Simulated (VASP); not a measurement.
# InP in VASP: relaxation of the atoms with PBE

Aim: the relaxation of the atoms of InP with PBE.

Everything below comes from runs of VASP 6.6.1. Logs are shortened: lines on timing, memory, paths and dates and some standing lists are left out, and cuts for length are marked.

## (1) The cell of the first run

The cell holds a slab with vacuum, 8 atoms: a = 3.918 Å, b = 3.918 Å, c = 26.195 Å, α = 90.00°, β = 90.00°, γ = 120.00°.

## (2) Relaxation of the atoms, PBE

Input file INCAR:

```
  PREC = Accurate
  ENCUT = 520
  EDIFF = 1E-6
  ISMEAR = 0
  SIGMA = 0.1
  LREAL = False
  LASPH = True
  NELM = 80
  ALGO = Normal
  ISIF = 2
  LWAVE = False
  LCHARG = False
  LDIPOL = True
  IDIPOL = 3
  DIPOL = 0.5 0.5 0.500
  GGA = PE
  IBRION = 2
  NSW = 80
  EDIFFG = -0.02
  KPAR = 2
```

Input file KPOINTS:

```
regular mesh
0
Gamma
  9 9 1
```

Input file POSCAR:

```
InP
1.0
    3.9175984294      0.0000000000      0.0000000000
   -1.9587992147      3.3927397617      0.0000000000
    0.0000000000      0.0000000000     26.1954700307
P In
4 4
Direct
    0.3333333333      0.6666666667      0.2863090447
    0.0000000000      0.0000000000      0.4084181620
    0.6666666667      0.3333333333      0.5305272793
    0.3333333333      0.6666666667      0.6526363966
    0.6666666667      0.3333333333      0.3473636034
    0.3333333333      0.6666666667      0.4694727207
    0.0000000000      0.0000000000      0.5915818380
    0.6666666667      0.3333333333      0.7136909553
```

Potentials or basis: VASP PAW PBE potentials, release 64 (P, In_d).

On the command line:

```bash
cat potpaw_PBE.64/P/POTCAR potpaw_PBE.64/In_d/POTCAR > POTCAR
mpirun -np 2 vasp_std > vasp.out
```

OUTCAR:

```text
PREC = Accurate
   ENCUT = 520
   EDIFF = 1E-6
   ISMEAR = 0
   LREAL = False
   LASPH = True
   NELM = 80
   ISIF = 2
   GGA = PE
   IBRION = 2
   NSW = 80
   EDIFFG = -0.02

 ion  position               nearest neighbor table
   1  0.333  0.667  0.286-   5 2.77   5 2.77   5 2.77
   2  0.000  0.000  0.408-   5 2.77   5 2.77   5 2.77   6 2.77   6 2.77   6 2.77
   3  0.667  0.333  0.531-   6 2.77   6 2.77   6 2.77   7 2.77   7 2.77   7 2.77
   4  0.333  0.667  0.653-   7 2.77   7 2.77   7 2.77   8 2.77   8 2.77   8 2.77
   5  0.667  0.333  0.347-   2 2.77   2 2.77   2 2.77   1 2.77   1 2.77   1 2.77   6 3.92   6 3.92
                             6 3.92
   6  0.333  0.667  0.469-   3 2.77   3 2.77   3 2.77   2 2.77   2 2.77   2 2.77   5 3.92   7 3.92
                             5 3.92   7 3.92   7 3.92   5 3.92
   7  0.000  0.000  0.592-   4 2.77   4 2.77   4 2.77   3 2.77   3 2.77   3 2.77   8 3.92   6 3.92
                             8 3.92   6 3.92   8 3.92   6 3.92
   8  0.667  0.333  0.714-   4 2.77   4 2.77   4 2.77   7 3.92   7 3.92   7 3.92

  LATTYP: Found a hexagonal cell.
 ALAT       =     3.9175984294
 C/A-ratio  =     6.6866143896

  Lattice vectors:

 A1 = (   3.9175984294,   0.0000000000,   0.0000000000)
 A2 = (  -1.9587992147,   3.3927397617,   0.0000000000)
 A3 = (   0.0000000000,   0.0000000000,  26.1954700307)

Analysis of symmetry for initial positions (statically):
=====================================================================
 Subroutine PRICEL returns:
 Original cell was already a primitive cell.

 Routine SETGRP: Setting up the symmetry group for a
 hexagonal supercell.

 Subroutine GETGRP returns: Found  6 space group operations
 (whereof  6 operations were pure point group operations)
 out of a pool of 24 trial point group operations.

The static configuration has the point symmetry C_3v.

Analysis of symmetry for dynamics (positions and initial velocities):
=====================================================================
 Subroutine PRICEL returns:
 Original cell was already a primitive cell.

 Routine SETGRP: Setting up the symmetry group for a
 hexagonal supercell.

 Subroutine GETGRP returns: Found  6 space group operations
 (whereof  6 operations were pure point group operations)
 out of a pool of 24 trial point group operations.

The dynamic configuration has the point symmetry C_3v.

 Subroutine INISYM returns: Found  6 space group operations
 (whereof  6 operations are pure point group operations),
 and found     1 'primitive' translations

----------------------------------------------------------------------------------------

                                     Primitive cell

  volume of cell :     348.1743

  direct lattice vectors                    reciprocal lattice vectors
     3.917598429  0.000000000  0.000000000     0.255258424  0.147373520  0.000000000
    -1.958799215  3.392739762  0.000000000     0.000000000  0.294747039  0.000000000
     0.000000000  0.000000000 26.195470031     0.000000000  0.000000000  0.038174539

  length of vectors
     3.917598429  3.917598429 26.195470031     0.294747039  0.294747039  0.038174539

  position of ions in fractional coordinates (direct lattice)
     0.333333333  0.666666667  0.286309045
     0.000000000  0.000000000  0.408418162
     0.666666667  0.333333333  0.530527279
     0.333333333  0.666666667  0.652636397
     0.666666667  0.333333333  0.347363603
     0.333333333  0.666666667  0.469472721
     0.000000000  0.000000000  0.591581838
     0.666666667  0.333333333  0.713690955

  ion indices of the primitive-cell ions
   primitive index   ion index
                 1           1
                 2           2
                 3           3
                 4           4
                 5           5
                 6           6
                 7           7
                 8           8

[... 23 lines left out ...]

 Found     12 irreducible k-points:

 Following reciprocal coordinates:
            Coordinates               Weight
  0.000000  0.000000  0.000000      1.000000
  0.111111  0.000000  0.000000      6.000000
  0.222222 -0.000000  0.000000      6.000000
  0.333333  0.000000  0.000000      6.000000
  0.444444 -0.000000  0.000000      6.000000
  0.111111  0.111111  0.000000      6.000000
  0.222222  0.111111  0.000000     12.000000
  0.333333  0.111111  0.000000     12.000000
  0.444444  0.111111  0.000000      6.000000
  0.222222  0.222222  0.000000      6.000000
  0.333333  0.222222  0.000000     12.000000
  0.333333  0.333333  0.000000      2.000000
   k-points           NKPTS =     12   k-points in BZ     NKDIM =     12   number of bands    NBANDS=     43
   number of dos      NEDOS =    301   number of ions     NIONS =      8
   total plane-waves  NPLWV = 176400
   dimension x,y,z NGX =    30 NGY =   30 NGZ =  196
   dimension x,y,z NGXF=    60 NGYF=   60 NGZF=  392
   ions per type =               4   4
   NGX,Y,Z   is equivalent  to a cutoff of  12.73, 12.73, 12.44 a.u.
   NGXF,Y,Z  is equivalent  to a cutoff of  25.46, 25.46, 24.88 a.u.
 SYSTEM =  unknown system
   PREC   = accura    normal or accurate (medium, high low for compatibility)
   ISTART =      0    job   : 0-new  1-cont  2-samecut
   ICHARG =      2    charge: 1-file 2-atom 10-const
   ISPIN  =      1    spin polarized calculation?
   LNONCOLLINEAR =      F non collinear calculations
   LSORBIT =      F    spin-orbit coupling
   LASPH  =      T    aspherical Exc in radial PAW
   ENCUT  =  520.0 eV  38.22 Ry    6.18 a.u.   7.28  7.28 48.71*2*pi/ulx,y,z
   NELM   =     80;   NELMIN=  2; NELMDL= -5     # of ELM steps
   EDIFF  = 0.1E-05   stopping-criterion for ELM
   LREAL  =      F    real-space projection
   EDIFFG = -.2E-01   stopping-criterion for IOM
   NSW    =     80    number of steps for IOM
   IBRION =      2    ionic relax: 0-MD 1-quasi-New 2-CG
   NFREE  =      1    steps in history (QN), initial steepest desc. (CG)
   ISIF   =      2    stress and relaxation
   ISYM   =      2    0-nonsym 1-usesym 2-fastsym
   POTIM  = 0.5000    time-step for ionic-motion
   TEBEG  =    0.0;   TEEND  =   0.0 temperature during run
   PSTRESS=    0.0 pullay stress
   NELECT =      72.0000    total number of electrons
   NUPDOWN=      -1.0000    fix difference up-down
   EMIN   =  10.00;   EMAX   =-10.00  energy-range for DOS
   EFERMI =   0.00;   METHOD = LEGACY
   ISMEAR =     0;   SIGMA  =   0.10  broadening in eV -4-tet -1-fermi 0-gaus
   EFERMI_NEDOS =   21; number of points for ismear=-14 and -15
   IALGO  =     38    algorithm
   IMIX   =      4    mixing-type and parameters
     AMIX     =   0.40;   BMIX     =  1.00
     AMIX_MAG =   1.60;   BMIX_MAG =  1.00
  volume/ion in A,a.u.               =      43.52       293.70
  Fermi-wavevector in a.u.,A,eV,Ry     =   0.968100  1.829443 12.751613  0.937217
  Thomas-Fermi vector in A             =   2.098041
   LORBIT       =      0    0 simple, 1 ext, 2 COOP (PROOUT), +10 PAW based schemes
   GGA     = PE    functional components
   LHFCALC =     F    Hartree Fock is set to
   AEXX    =    0.0000 exact exchange contribution
   IVDW    =     0    specifies the selected vdW correction
   LEPSILON=     F    determine dielectric tensor
   LRPA    =     F    only Hartree local field effects (RPA)
 conjugate gradient relaxation of ions
 non-spin polarized calculation
 Gauss-broadening in eV      SIGMA  =   0.10
  energy-cutoff  :      520.00
  volume of cell :      348.17
 maximum number of plane-waves:      9423
 NGX is ok and might be reduce to    30
   NGX = 15   NGY = 15   NGZ = 97

 dipolmoment           0.000000      0.000000      0.036220 electrons x Angstroem

--------------------------------------- Ionic step        1  -------------------------------------------

 number of electron      72.0000015 magnetization

 Free energy of the ion-electron system (eV)
  ---------------------------------------------------
  ext. energy  EPLUGINS =         0.00000000
  ---------------------------------------------------
  free energy    TOTEN  =       -29.87454672 eV

  energy without entropy =      -29.84237897  energy(sigma->0) =      -29.85846285

------------------------ aborting loop because EDIFF is reached ----------------------------------------

  FORCE on cell =-STRESS in cart. coord.  units (eV):
  Direction    XX          YY          ZZ          XY          YZ          ZX
  --------------------------------------------------------------------------------------
  -------------------------------------------------------------------------------------
  Total       -1.5841585     -1.5841585     -1.2031249      0.0000000      0.0000000      0.0000000
  in kB       -7.2897488     -7.2897488     -5.5363639      0.0000000      0.0000000      0.0000000
  external PRESSURE =      -6.7052871 kB  Pullay stress =       0.0000000 kB
[... 107 lines left out ...]
  FREE ENERGIE OF THE ION-ELECTRON SYSTEM (eV)
  ---------------------------------------------------
  free  energy   TOTEN  =       -30.0021937130 eV

  energy  without entropy=      -29.9714073050  energy(sigma->0) =      -29.98680051

[... ionic steps 4 to 10 ...]

--------------------------------------- Ionic step       11  -------------------------------------------

 number of electron      72.0000010 magnetization

------------------------ aborting loop because EDIFF is reached ----------------------------------------
[... 79 lines left out ...]
--------------------------------------- Ionic step       13  -------------------------------------------

 number of electron      72.0000013 magnetization

 dipolmoment           0.000000      0.000000     -0.102227 electrons x Angstroem

 Free energy of the ion-electron system (eV)
  ---------------------------------------------------
  ext. energy  EPLUGINS =         0.00000000
  ---------------------------------------------------
  free energy    TOTEN  =       -30.00922308 eV

  energy without entropy =      -29.97944961  energy(sigma->0) =      -29.99433634

 E-fermi :   0.8341     XC(G=0):  -5.7054

 val. band max:        0.7996564524   @ k =   0.4444   0.1111   0.0000
 cond. band min:       0.8471602152   @ k =   0.1111   0.1111   0.0000
 fundamental gap:      0.0475037628
 Fermi energy:         0.8340801915

 k-point     1 :       0.0000    0.0000    0.0000
  band No.  band energies     occupation
      1     -13.4476      2.00000
      2     -13.4476      2.00000
      3     -13.3977      2.00000
      4     -13.3916      2.00000
      5     -13.3916      2.00000
      6     -13.3577      2.00000
[... 541 lines left out ...]
     42       4.6814      0.00000
     43       5.1466      0.00000

------------------------ aborting loop because EDIFF is reached ----------------------------------------

 vacuum level on the upper side and lower side of the slab       (xc-potential included)        -0.691         0.672

  FORCE on cell =-STRESS in cart. coord.  units (eV):
  Direction    XX          YY          ZZ          XY          YZ          ZX
  --------------------------------------------------------------------------------------
  -------------------------------------------------------------------------------------
  Total        0.6661194      0.6661194     -0.1892536      0.0000000      0.0000000      0.0000000
  in kB        3.0652506      3.0652506     -0.8708795      0.0000000      0.0000000      0.0000000
  external PRESSURE =       1.7532072 kB  Pullay stress =       0.0000000 kB
[... 23 lines left out ...]
  FREE ENERGIE OF THE ION-ELECTRON SYSTEM (eV)
  ---------------------------------------------------
  free  energy   TOTEN  =       -30.0092230794 eV

  energy  without entropy=      -29.9794496055  energy(sigma->0) =      -29.99433634

 reached required accuracy - stopping structural energy minimisation

 vacuum level on the upper side and lower side of the slab         5.195         6.586
```

Run time: 33 min. Hardware: 2 MPI ranks of Intel Xeon Platinum 8259CL at 2.50GHz (Skylake/Cascade Lake), shared host; peak memory 0.52 GiB.

What came out:

| Property | Result |
| --- | --- |
| Free energy | -30.0092 eV |
| Energy gained by relaxing | 16.8 meV/atom |
| Ionic steps | 13 |
| Largest force after relaxing | 0.015 eV/Å |
| Band gap on the k mesh | zero (bands 36 and 37 overlap by 0.75 eV) |

Forces on the atoms (eV/Å):
```
P    0.000  0.000  0.002
P    0.000  0.000 -0.008
P    0.000  0.000  0.012
P    0.000  0.000 -0.015
In   0.000  0.000  0.006
In   0.000  0.000  0.011
In   0.000  0.000 -0.001
In   0.000  0.000 -0.006
```

Step by step:
```
step  energy change (eV)  largest force (eV/Å)  pressure (GPa)
   1              0.0000                0.8224           -0.67
   2             -0.0495                0.6281           -0.58
   3             -0.1276                0.1458           -0.13
   4             -0.1306                0.1115            0.01
   5             -0.1321                0.0588            0.02
   6             -0.1330                0.0321            0.05
   7             -0.1330                0.0306            0.06
   8             -0.1334                0.0244            0.07
   9             -0.1337                0.0240            0.09
  10             -0.1339                0.0549            0.14
  11             -0.1339                0.0376            0.11
  12             -0.1342                0.0295            0.14
  13             -0.1347                0.0154            0.18
```

Final structure:
```
P In
1.0
     3.91760    0.00000    0.00000
    -1.95880    3.39274    0.00000
     0.00000    0.00000   26.19547
P In
4 4
Direct
  0.33333 0.66667 0.29326
  0.00000 0.00000 0.41069
  0.66667 0.33333 0.52990
  0.33333 0.66667 0.65129
  0.66667 0.33333 0.34136
  0.33333 0.66667 0.46895
  0.00000 0.00000 0.59277
  0.66667 0.33333 0.71177
```

Caveat: spin-orbit coupling is left out, which moves the levels of the heavy elements.

The gap in the log of VASP goes by the Fermi energy; the results here count the filled bands.